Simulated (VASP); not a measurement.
Input of a VASP 6.6.1 run:

POSCAR

```
BeTe
1.0
    0.0000000000      2.6803100000      2.6803100000
    2.6803100000      0.0000000000      2.6803100000
    2.6803100000      2.6803100000      0.0000000000
Be Te
1 1
Direct
    0.5000000000      0.5000000000      0.5000000000
    0.0000000000      0.0000000000      0.0000000000
```

The input INCAR.step1:

```
SYSTEM = BeTe
PREC = Accurate
ENCUT = 520
EDIFF = 1E-5
ISMEAR = -1
SIGMA = 0.05
LREAL = .False.
LASPH = .True.
NELM = 60
ALGO = Normal
ISIF = 2
LWAVE = .True.
GGA = PE
NBANDS = 11
```

The input INCAR.step2:

```
SYSTEM = BeTe
PREC = Accurate
ENCUT = 520
EDIFF = 1E-6
ISMEAR = -1
SIGMA = 0.05
LREAL = .False.
LASPH = .True.
NELM = 60
ALGO = Normal
ISIF = 2
LWAVE = .False.
LCHARG = .True.
GGA = B3
LHFCALC = .True.
AEXX = 0.2
AGGAX = 0.72
AGGAC = 0.81
ALDAC = 0.19
PRECFOCK = Normal
LELF = .True.
LVHAR = .True.
ISTART = 1
NBANDS = 11
```

File KPOINTS:

```
regular mesh
0
Gamma
  5 5 5
  0 0 0
```

Potentials or basis: VASP PAW PBE potentials, release 64 (Be, Te).

The run is started by

```sh
$ cat potpaw_PBE.64/Be/POTCAR potpaw_PBE.64/Te/POTCAR > POTCAR
$ cp INCAR.step1 INCAR
$ mpirun -np 1 vasp_std > vasp.out
$ cp INCAR.step2 INCAR
$ mpirun -np 1 vasp_std > vasp.out
```

Q: What does it give for the band gap on the k mesh?

A: Zero (bands 4 and 5 overlap by 0.64 eV).

Q: What does it give for the pressure?

A: 3.1 GPa.

Caveat: the k points lie up to 0.41 Å⁻¹ apart, too coarse for converged energies and pressures of a metal; the PAW data sets were made with another functional, which shifts forces and pressure a little; spin-orbit coupling is left out, which moves the levels of the heavy elements.
